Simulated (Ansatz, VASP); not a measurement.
Two plane-wave programs on SiO2

Contents of INCAR:

```
PREC = Accurate
ENCUT = 520
EDIFF = 1E-6
ISMEAR = 0
SIGMA = 0.05
LREAL = F
LASPH = T
NELM = 80
ALGO = Normal
ISIF = 2
LWAVE = F
LCHARG = T
GGA = CA
LELF = T
LVHAR = T
NBANDS = 25
```

The input KPOINTS:

```
Automatic mesh
0
Gamma
  6 6 8
```

File POSCAR:

```
SiO2
1.0
    4.1551517022      0.0000000000      0.0000000000
    0.0000000000      4.1551517022      0.0000000000
    0.0000000000      0.0000000000      2.5336000000
Si O
2 4
Direct
    0.5000000000      0.5000000000      0.5000000000
    0.0000000000      0.0000000000      0.0000000000
    0.6944252994      0.6944252994      0.0000000000
    0.1944252994      0.8055747006      0.5000000000
    0.3055747006      0.3055747006      0.0000000000
    0.8055747006      0.1944252994      0.5000000000
```

Input for Ansatz:

```yaml
crystal:
  lattice:
    - [4.1551517022, 0.0, 0.0]
    - [0.0, 4.1551517022, 0.0]
    - [0.0, 0.0, 2.5336]
  atoms:
    - { symbol: Si, position: [0.5, 0.5, 0.5] }
    - { symbol: Si, position: [0.0, 0.0, 0.0] }
    - { symbol: O, position: [0.6944252994, 0.6944252994, 0.0] }
    - { symbol: O, position: [0.1944252994, 0.8055747006, 0.5] }
    - { symbol: O, position: [0.3055747006, 0.3055747006, 0.0] }
    - { symbol: O, position: [0.8055747006, 0.1944252994, 0.5] }
basis:
  ecutwfc: 520.0
kpoints:
  mp_grid: { grid: [6, 6, 8] }
hamiltonian:
  xc: lda
  pseudopotentials: { kind: paw, azcp: { folder: soft_1 } }
scf:
  occupations: { method: gaussian, width: 0.05 }
output:
  forces: true
  stress: true
  eigenvalues: true
```

Alike in both runs: task single point; functional LDA; k mesh 6 × 6 × 8; occupations gaussian, width 0.05 eV; no spin polarisation.

```csv
,VASP,Ansatz
version,VASP 6.6.1,Ansatz 0.2.0
potentials or method,"VASP PAW LDA potentials, release 64 (Si, O), cutoff 520 eV","scalar-relativistic, plane waves, PAW"
valence electrons in the cell,32,32
```

Ansatz gave:

- gap on the k mesh at the Fermi level (eV): 6.88
- least direct gap on the mesh (eV): 6.88
- pressure (GPa): 21.4
- traceless stress, the component that is largest in VASP (GPa): 21.22
- rms of the force components (eV/Å): 0.075

Q: Estimate VASP's values.

A: gap on the k mesh at the Fermi level (eV): 6.88; least direct gap on the mesh (eV): 6.88; pressure (GPa): 22.8; traceless stress, the component that is largest in VASP (GPa): 22.19; rms of the force components (eV/Å): 0.104.

Ansatz warns that its potentials were made for another functional, while VASP's fit it. LDA's correlation is that of Perdew and Zunger in VASP and of Perdew and Wang (1992) in Ansatz. Atom by atom the forces differ by 0.029 eV/Å (rms over components).
